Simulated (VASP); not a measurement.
# Os (Fm-3m) in VASP: further runs

The runs below take Os through single point, relaxation of volume and atoms at fixed shape, with PBEsol.

Program: VASP 6.6.1. These are calculated values, not measurements. Logs are shortened: lines on timing, memory, paths and dates and some standing lists are left out, and cuts for length are marked.

### Step 1. The cell of the first run

The structure is cubic, space group Fm-3m (No. 225). Conventional cell: a = 3.820 Å, b = 3.820 Å, c = 3.820 Å, α = 90.00°, β = 90.00°, γ = 90.00°. Os (site symmetry m-3m) has 12 Os at 2.70 Å within 3.6 Å.

This isn't the form of Os at room conditions, which is hcp.

### Step 2. Single point, PBEsol

Contents of INCAR:

```
SYSTEM = Os
PREC     = Accurate       ! precision mode
ENCUT    = 600            ! plane-wave cutoff, eV
EDIFF    = 1E-6           ! SCF threshold, eV
ISMEAR   = -1             ! smearing method
SIGMA    = 0.05           ! smearing width, eV
LREAL    = .False.        ! projectors in reciprocal space
LASPH    = .True.         ! aspherical terms in the spheres
NELM     = 120            ! most SCF steps
ALGO     = Normal         ! electronic algorithm
ISIF     = 2              ! what is computed and relaxed
LWAVE    = .False.        ! write WAVECAR
LCHARG   = .True.         ! write CHGCAR
GGA      = PS             ! functional
LELF     = .True.         ! ELF
LVHAR    = .True.       
NBANDS   = 10             ! bands
GGA_COMPAT= .False.
```

Contents of KPOINTS:

```
Automatic mesh
0
Gamma
  8 8 8
  0 0 0
```

Contents of POSCAR:

```
Os
1.0
    0.0000000000      1.9102420666      1.9102420666
    1.9102420666      0.0000000000      1.9102420666
    1.9102420666      1.9102420666      0.0000000000
Os
1
Direct
    0.0000000000      0.0000000000      0.0000000000
```

Potentials or basis: VASP PAW PBE potentials, release 64 (Os).

Command:

```sh
> cat potpaw_PBE.64/Os/POTCAR > POTCAR
> mpirun -np 1 vasp_std > vasp.out
```

OUTCAR:

```text
SYSTEM = Os
   PREC = Accurate
   ENCUT = 600
   EDIFF = 1E-6
   ISMEAR = -1
   LREAL = .False.
   LASPH = .True.
   NELM = 120
   ISIF = 2
   GGA = PS

 ion  position               nearest neighbor table
   1  0.000  0.000  0.000-

  LATTYP: Found a face centered cubic cell.
 ALAT       =     3.8204841332

  Lattice vectors:

 A1 = (   0.0000000000,   1.9102420666,   1.9102420666)
 A2 = (   1.9102420666,   0.0000000000,   1.9102420666)
 A3 = (   1.9102420666,   1.9102420666,   0.0000000000)

Analysis of symmetry for initial positions (statically):
=====================================================================
 Subroutine PRICEL returns:
 Original cell was already a primitive cell.

 Routine SETGRP: Setting up the symmetry group for a
 face centered cubic supercell.

 Subroutine GETGRP returns: Found 48 space group operations
 (whereof 48 operations were pure point group operations)
 out of a pool of 48 trial point group operations.

The static configuration has the point symmetry O_h .

Analysis of symmetry for dynamics (positions and initial velocities):
=====================================================================
 Subroutine PRICEL returns:
 Original cell was already a primitive cell.

 Routine SETGRP: Setting up the symmetry group for a
 face centered cubic supercell.

 Subroutine GETGRP returns: Found 48 space group operations
 (whereof 48 operations were pure point group operations)
 out of a pool of 48 trial point group operations.

The dynamic configuration has the point symmetry O_h .

 Subroutine INISYM returns: Found 48 space group operations
 (whereof 48 operations are pure point group operations),
 and found     1 'primitive' translations

----------------------------------------------------------------------------------------

                                     Primitive cell

  volume of cell :      13.9410

  direct lattice vectors                    reciprocal lattice vectors
     0.000000000  1.910242067  1.910242067    -0.261746932  0.261746932  0.261746932
     1.910242067  0.000000000  1.910242067     0.261746932 -0.261746932  0.261746932
     1.910242067  1.910242067  0.000000000     0.261746932  0.261746932 -0.261746932

  length of vectors
     2.701490238  2.701490238  2.701490238     0.453358985  0.453358985  0.453358985

  position of ions in fractional coordinates (direct lattice)
     0.000000000  0.000000000  0.000000000

  ion indices of the primitive-cell ions
   primitive index   ion index
                 1           1

----------------------------------------------------------------------------------------

 KPOINTS: Automatic mesh

Automatic generation of k-mesh.
 Grid dimensions read from file:
 generate k-points for:    8    8    8

 Generating k-lattice:

  Cartesian coordinates                     Fractional coordinates (reciprocal lattice)
    -0.032718366  0.032718366  0.032718366     0.125000000  0.000000000  0.000000000
     0.032718366 -0.032718366  0.032718366     0.000000000  0.125000000  0.000000000
     0.032718366  0.032718366 -0.032718366     0.000000000  0.000000000  0.125000000

  Length of vectors
     0.056669873  0.056669873  0.056669873

  Shift w.r.t. Gamma in fractional coordinates (k-lattice)
     0.000000000  0.000000000  0.000000000

 Subroutine IBZKPT returns following result:
 ===========================================

 Found     29 irreducible k-points:

 Following reciprocal coordinates:
            Coordinates               Weight
  0.000000  0.000000  0.000000      1.000000
  0.125000  0.000000  0.000000      8.000000
  0.250000  0.000000  0.000000      8.000000
  0.375000  0.000000  0.000000      8.000000
  0.500000  0.000000  0.000000      4.000000
  0.125000  0.125000  0.000000      6.000000
[... 16 lines left out ...]
  0.500000  0.250000  0.125000     48.000000
 -0.375000  0.250000  0.125000     24.000000
 [... further k-points ...]
   k-points           NKPTS =     29   k-points in BZ     NKDIM =     29   number of bands    NBANDS=     10
   number of dos      NEDOS =    301   number of ions     NIONS =      1
   total plane-waves  NPLWV =  13824
   dimension x,y,z NGX =    24 NGY =   24 NGZ =   24
   dimension x,y,z NGXF=    48 NGYF=   48 NGZF=   48
   ions per type =               1
   NGX,Y,Z   is equivalent  to a cutoff of  14.77, 14.77, 14.77 a.u.
   NGXF,Y,Z  is equivalent  to a cutoff of  29.54, 29.54, 29.54 a.u.
 SYSTEM =  Os
   PREC   = accura    normal or accurate (medium, high low for compatibility)
   ISTART =      0    job   : 0-new  1-cont  2-samecut
   ICHARG =      2    charge: 1-file 2-atom 10-const
   ISPIN  =      1    spin polarized calculation?
   LNONCOLLINEAR =      F non collinear calculations
   LSORBIT =      F    spin-orbit coupling
   LASPH  =      T    aspherical Exc in radial PAW
   ENCUT  =  600.0 eV  44.10 Ry    6.64 a.u.   5.40  5.40  5.40*2*pi/ulx,y,z
   NELM   =    120;   NELMIN=  2; NELMDL= -5     # of ELM steps
   EDIFF  = 0.1E-05   stopping-criterion for ELM
   LREAL  =      F    real-space projection
   EDIFFG = 0.1E-04   stopping-criterion for IOM
   NSW    =      0    number of steps for IOM
   IBRION =     -1    ionic relax: 0-MD 1-quasi-New 2-CG
   NFREE  =      0    steps in history (QN), initial steepest desc. (CG)
   ISIF   =      2    stress and relaxation
   ISYM   =      2    0-nonsym 1-usesym 2-fastsym
   POTIM  = 0.5000    time-step for ionic-motion
   TEBEG  =    0.0;   TEEND  =   0.0 temperature during run
   PSTRESS=    0.0 pullay stress
   NELECT =       8.0000    total number of electrons
   NUPDOWN=      -1.0000    fix difference up-down
   EMIN   =  10.00;   EMAX   =-10.00  energy-range for DOS
   EFERMI =   0.00;   METHOD = LEGACY
   ISMEAR =    -1;   SIGMA  =   0.05  broadening in eV -4-tet -1-fermi 0-gaus
   EFERMI_NEDOS =   21; number of points for ismear=-14 and -15
   IALGO  =     38    algorithm
   IMIX   =      4    mixing-type and parameters
     AMIX     =   0.40;   BMIX     =  1.00
     AMIX_MAG =   1.60;   BMIX_MAG =  1.00
  volume/ion in A,a.u.               =      13.94        94.08
  Fermi-wavevector in a.u.,A,eV,Ry     =   1.360420  2.570822 25.180891  1.850743
  Thomas-Fermi vector in A             =   2.487084
   LORBIT       =      0    0 simple, 1 ext, 2 COOP (PROOUT), +10 PAW based schemes
   GGA     = PS    functional components
   LHFCALC =     F    Hartree Fock is set to
   AEXX    =    0.0000 exact exchange contribution
   IVDW    =     0    specifies the selected vdW correction
   LEPSILON=     F    determine dielectric tensor
   LRPA    =     F    only Hartree local field effects (RPA)
 non-spin polarized calculation
  energy-cutoff  :      600.00
  volume of cell :       13.94
 maximum number of plane-waves:       483
 NGX is ok and might be reduce to    24
   NGX = 11   NGY = 11   NGZ = 11

 number of electron       8.0000000 magnetization

 Free energy of the ion-electron system (eV)
  ---------------------------------------------------
  ext. energy  EPLUGINS =         0.00000000
  ---------------------------------------------------
  free energy    TOTEN  =       -12.11837549 eV

  energy without entropy =      -12.10753808  energy(sigma->0) =      -12.11295678

 E-fermi :   9.0274     XC(G=0): -14.1734

 val. band max:        8.9945449729   @ k =  -0.3750   0.3750   0.1250
 cond. band min:       9.0635492142   @ k =  -0.2500   0.2500   0.0000
 fundamental gap:      0.0690042414
 Fermi energy:         9.0273937894

 k-point     1 :       0.0000    0.0000    0.0000
  band No.  band energies     occupation
      1      -1.6675      2.00000
      2       6.2075      2.00000
      3       6.2075      2.00000
      4       6.2075      2.00000
      5       9.2816      0.01230
      6       9.2816      0.01230
      7      23.5250      0.00000
      8      29.3232      0.00000
      9      29.3232      0.00000
     10      29.3232      0.00000

 k-point     2 :       0.1250    0.0000    0.0000
  band No.  band energies     occupation
      1      -0.9571      2.00000
      2       5.8188      2.00000
      3       6.5021      2.00000
      4       6.5021      2.00000
      5       9.0973      0.39640
      6       9.0973      0.39640
      7      24.7786      0.00000
      8      26.7715      0.00000
      9      30.5993      0.00000
     10      30.5993      0.00000

 k-point     3 :       0.2500    0.0000    0.0000
  band No.  band energies     occupation
      1       0.6458      2.00000
      2       5.5345      2.00000
      3       6.6844      2.00000
      4       6.6844      2.00000
      5       9.4559      0.00038
      6       9.4559      0.00038
      7      23.4092      0.00000
      8      26.9180      0.00000
      9      33.8661      0.00000
     10      33.8666      0.00000

 k-point     4 :       0.3750    0.0000    0.0000
  band No.  band energies     occupation
      1       1.4522      2.00000
      2       6.2662      2.00000
      3       6.2662      2.00000
      4       7.1828      2.00000
      5      10.8829      0.00000
      6      10.8829      0.00000
      7      20.4540      0.00000
      8      24.3559      0.00000
      9      31.6004      0.00000
     10      31.6004      0.00000
[... 222 lines left out ...]
 k-point    22 :       0.3750    0.2500    0.1250
  band No.  band energies     occupation
      1       2.1068      2.00000
      2       4.3023      2.00000
      3       6.0079      2.00000
      4       8.4761      1.99997
      5       8.4810      1.99996
      6      11.5152      0.00000
      7      24.4875      0.00000
      8      27.7761      0.00000
      9      28.5908      0.00000
     10      30.2676      0.00000

 k-point    23 :       0.5000    0.2500    0.1250
  band No.  band energies     occupation
      1       3.0443      2.00000
      2       4.8053      2.00000
      3       5.3276      2.00000
      4       7.9670      2.00000
      5      10.4264      0.00000
      6      13.6752      0.00000
      7      20.7395      0.00000
      8      26.0401      0.00000
      9      26.7559      0.00000
     10      31.8212      0.00000

 k-point    24 :      -0.3750    0.2500    0.1250
  band No.  band energies     occupation
      1       3.0908      2.00000
      2       4.5328      2.00000
      3       6.3805      2.00000
      4       7.6114      2.00000
      5      11.3198      0.00000
      6      15.7294      0.00000
      7      17.4175      0.00000
      8      25.8048      0.00000
      9      26.5247      0.00000
     10      29.7544      0.00000

 [... further k-points ...]

------------------------ aborting loop because EDIFF is reached ----------------------------------------

  FORCE on cell =-STRESS in cart. coord.  units (eV):
  Direction    XX          YY          ZZ          XY          YZ          ZX
  --------------------------------------------------------------------------------------
  -------------------------------------------------------------------------------------
  Total        0.0549306      0.0549306      0.0549306     -0.0000000      0.0000000      0.0000000
  in kB        6.3129155      6.3129155      6.3129155     -0.0000000      0.0000000      0.0000000
  external PRESSURE =       6.3129155 kB  Pullay stress =       0.0000000 kB

 VOLUME and BASIS-vectors are now :
 -----------------------------------------------------------------------------
  energy-cutoff  :      600.00
  volume of cell :       13.94
      direct lattice vectors                 reciprocal lattice vectors
     0.000000000  1.910242067  1.910242067    -0.261746932  0.261746932  0.261746932
     1.910242067  0.000000000  1.910242067     0.261746932 -0.261746932  0.261746932
     1.910242067  1.910242067  0.000000000     0.261746932  0.261746932 -0.261746932

 POSITION                                       TOTAL-FORCE (eV/Angst)
 -----------------------------------------------------------------------------------
      0.00000      0.00000      0.00000        -0.000000     -0.000000      0.000000
 -----------------------------------------------------------------------------------
    total drift:                               -0.000000      0.000000     -0.000000

  FREE ENERGIE OF THE ION-ELECTRON SYSTEM (eV)
  ---------------------------------------------------
  free  energy   TOTEN  =       -12.1183754878 eV

  energy  without entropy=      -12.1075380793  energy(sigma->0) =      -12.11295678
```

Run time: 4.6 s. Hardware: 1 thread of Intel Xeon Platinum 8488C (Sapphire Rapids), shared host; peak memory 0.14 GiB.

What came out:

```
Free energy            : -12.1184 eV
Pressure               : 0.6 GPa
Band gap on the k mesh : zero (bands 4 and 5 overlap by 3.38 eV)
```

Caveat: the PAW data sets were made with another functional, which shifts forces and pressure a little; spin-orbit coupling is left out, which moves the levels of the heavy elements.

### Step 3. Relaxation of volume and atoms at fixed shape, PBEsol

Contents of INCAR:

```
SYSTEM = Os
ALGO = Normal ; EDIFF = 1E-7
EDIFFG = -0.02 ; ENCUT = 600
GGA = PS ; GGA_COMPAT = .FALSE.
IBRION = 2 ; ISIF = 8
ISMEAR = -1 ; LASPH = .TRUE.
LCHARG = .FALSE. ; LREAL = .FALSE.
LWAVE = .FALSE. ; NELM = 120
NELMIN = 4 ; NSW = 80
PREC = Accurate ; SIGMA = 0.05
```

Contents of KPOINTS:

```
k-points
0
G
  8 8 8
  0 0 0
```

Contents of POSCAR:

```
Os
1.0
    0.0000000000      1.9100000000      1.9100000000
    1.9100000000      0.0000000000      1.9100000000
    1.9100000000      1.9100000000      0.0000000000
Os
1
Direct
    0.0000000000      0.0000000000      0.0000000000
```

Potentials or basis: VASP PAW PBE potentials, release 64 (Os).

Command:

```sh
> cat potpaw_PBE.64/Os/POTCAR > POTCAR
> mpirun -np 1 vasp_std > vasp.out
```

It took 7.6 s on 1 thread of Intel Xeon Platinum 8488C (Sapphire Rapids), shared host; peak memory 0.14 GiB.

It converged, with:

| Property | Result |
| --- | --- |
| Free energy | -12.1184 eV |
| Relaxed volume | 13.96 Å³/atom |
| Relaxed cell | a = 2.703 Å, b = 2.703 Å, c = 2.703 Å, α = 60.00°, β = 60.00°, γ = 60.00° |
| Space group after relaxing (to 0.1 Å) | Fm-3m (No. 225) |
| Energy gained by relaxing | 0.1 meV/atom |
| Ionic steps | 3 |
| Pressure after relaxing | 0.0 GPa |
| Band gap on the k mesh | zero (bands 4 and 5 overlap by 3.37 eV) |

Final structure:
```xyz
1
Lattice="0.0000 1.9112 1.9112 1.9112 0.0000 1.9112 1.9112 1.9112 0.0000" Properties=species:S:1:pos:R:3 pbc="T T T"
Os    0.0000    0.0000    0.0000
```

Levels at points of the mesh, in eV from the Fermi level:
```tsv
k point	band 1	band 2	band 3	band 4	band 5	band 6	band 7	band 8
(0.00, 0.00, 0.00)	-10.68	-2.81	-2.81	-2.81	0.25	0.25	14.50	20.29
(0.50, 0.00, 0.00)	-7.54	-2.98	-2.98	-0.04	2.69	2.69	9.24	14.00
(0.50, 0.50, 0.00)	-7.46	-6.72	2.56	2.65	3.39	3.39	12.49	12.52
```

Caveat: the PAW data sets were made with another functional, which shifts forces and pressure a little; spin-orbit coupling is left out, which moves the levels of the heavy elements.
